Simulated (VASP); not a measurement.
Wanted: the native input for a VASP 6.6.1 run.

```yaml
Task: single point
Functional: r2SCAN
Potentials_or_basis: VASP PAW PBE potentials, release 64 (Sc_sv, Al)
Cutoff: 520 eV
k_mesh: 7 × 7 × 7
Occupations: fermi-dirac, width 0.1 eV
Spin: no spin polarisation
Dipole_correction: no
Further_INCAR_settings: ALGO = Normal; EDIFF = 1e-07; NBANDS = 18
```

Crystal: ScAl3.

```xyz
4
Lattice="4.0185 0.0000 0.0000 0.0000 4.0185 0.0000 0.0000 0.0000 4.0185" Properties=species:S:1:pos:R:3 pbc="T T T"
Sc    0.0000    0.0000    0.0000
Al    2.0093    0.0000    2.0093
Al    0.0000    2.0093    2.0093
Al    2.0093    2.0093    0.0000
```

These files were run (other wordings do the same):

POSCAR

```
ScAl3
1.0
    4.0185083255      0.0000000000      0.0000000000
    0.0000000000      4.0185083255      0.0000000000
    0.0000000000      0.0000000000      4.0185083255
Sc Al
1 3
Direct
    0.0000000000      0.0000000000      0.0000000000
    0.5000000000      0.0000000000      0.5000000000
    0.0000000000      0.5000000000      0.5000000000
    0.5000000000      0.5000000000      0.0000000000
```

INCAR.step1

```
SYSTEM = ScAl3
PREC = Accurate
ENCUT = 520
ISMEAR = -1
SIGMA = 0.1
LREAL = .FALSE.
LASPH = .TRUE.
NELM = 80
NBANDS = 18
GGA = PE
ALGO = Normal
EDIFF = 1E-4
LWAVE = .TRUE.
LCHARG = .FALSE.
```

INCAR.step2

```
SYSTEM = ScAl3
PREC = Accurate
ENCUT = 520
EDIFF = 1E-7
ISMEAR = -1
SIGMA = 0.1
LREAL = .FALSE.
LASPH = .TRUE.
NELM = 80
ALGO = Normal
ISIF = 2
LWAVE = .FALSE.
LCHARG = .FALSE.
METAGGA = R2SCAN
LMIXTAU = .TRUE.
NBANDS = 18
ISTART = 1
```

KPOINTS

```
regular mesh
0
G
  7 7 7
  0 0 0
```

Potentials or basis: VASP PAW PBE potentials, release 64 (Sc_sv, Al).

Run with:

```bash
$ cat potpaw_PBE.64/Sc_sv/POTCAR potpaw_PBE.64/Al/POTCAR > POTCAR
$ cp INCAR.step1 INCAR
$ mpirun -np 1 vasp_std > vasp.out
$ cp INCAR.step2 INCAR
$ mpirun -np 1 vasp_std > vasp.out
```

It gave:

| Item | Value |
| --- | --- |
| Pressure | 5.2 GPa |
| Band gap on the k mesh | zero (bands 10 and 11 overlap by 3.97 eV) |

Caveat: the cell stands under pressure; the PAW data sets were made with another functional, which shifts forces and pressure a little.

It took 2 min on 1 thread of Intel Xeon 8259CL, on a shared host, peak memory 0.18 GiB.
